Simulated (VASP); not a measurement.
A run of VASP 6.6.1:

INCAR

```
ALGO = Fast ; EDIFF = 1E-6
ENCUT = 520 ; GGA = PE
ISIF = 2 ; ISMEAR = 0
ISPIN = 2 ; LASPH = T
LCHARG = T ; LELF = T
LORBIT = 11 ; LREAL = F
LVHAR = T ; LWAVE = F
MAGMOM = 0 0 1 1 1 1 1 1 1 1 ; NBANDS = 44
NELM = 150 ; PREC = Accurate
SIGMA = 0.1
```

Contents of KPOINTS:

```
k-points
0
Gamma
  4 4 4
```

POSCAR

```
CaGaC4N4
1.0
    6.0922000400      0.0000000000      0.0000000000
    0.0000000000      6.0922000400      0.0000000000
    0.0000000000      0.0000000000      6.0922000400
Ca Ga C N
1 1 4 4
Direct
    0.5000000000      0.5000000000      0.5000000000
    0.0000000000      0.0000000000      0.0000000000
    0.1796815800      0.1796815800      0.1796815800
    0.1796815800      0.8203184200      0.8203184200
    0.8203184200      0.1796815800      0.8203184200
    0.8203184200      0.8203184200      0.1796815800
    0.2905610300      0.2905610300      0.2905610300
    0.2905610300      0.7094389700      0.7094389700
    0.7094389700      0.2905610300      0.7094389700
    0.7094389700      0.7094389700      0.2905610300
```

Potentials or basis: VASP PAW PBE potentials, release 64 (Ca_sv, Ga_d, C, N).

Command:

```console
$ cat potpaw_PBE.64/Ca_sv/POTCAR potpaw_PBE.64/Ga_d/POTCAR potpaw_PBE.64/C/POTCAR potpaw_PBE.64/N/POTCAR > POTCAR
$ mpirun -np 1 vasp_std > vasp.out
```

Hardware: 1 thread of Oxide Virtual Turin-like Processor (shared host).

Problem. Estimate the wall time of this run.

Solution. Wall time 18 min on 1 thread of Oxide Virtual Turin-like Processor, on a shared host, peak memory 0.48 GiB. Counts: scf iterations 43, k points 10.
